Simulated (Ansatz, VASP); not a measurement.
**One calculation of In2S, two programs**

```
In S
1.0
     0.00000    3.54007    3.54007
     3.54007    0.00000    3.54007
     3.54007    3.54007    0.00000
In S
2 1
Direct
  0.75000 0.75000 0.75000
  0.50000 0.50000 0.50000
  0.00000 0.00000 0.00000
```

Change from the starting cell: species swapped into the Cu2Se type (F-43m, No. 216).

Alike in both runs: functional PBE; k mesh 4 × 4 × 4; occupations gaussian, width 0.15 eV; no spin polarisation.

Ansatz relaxed the structure, and its values are those at the end. VASP's run is a single point on that final structure, the one shown.

|  | VASP | Ansatz |
| --- | --- | --- |
| version | VASP 6.6.1 | Ansatz 0.2.0 |
| potentials or method | VASP PAW PBE potentials, release 64 (In_d, S), cutoff 500 eV | scalar-relativistic, plane waves, PAW |
| valence electrons in the cell | 32 | 32 |

|  | VASP | Ansatz | Ansatz less VASP |
| --- | --- | --- | --- |
| gap on the k mesh at the Fermi level (eV) | none | none | - |
| pressure (GPa) | -0.1 | -0.1 | +0.03 |

A gap of «none» marks a metal or a gap that the smearing closes.

The k mesh is coarse, so the values compare programs but aren't converged.
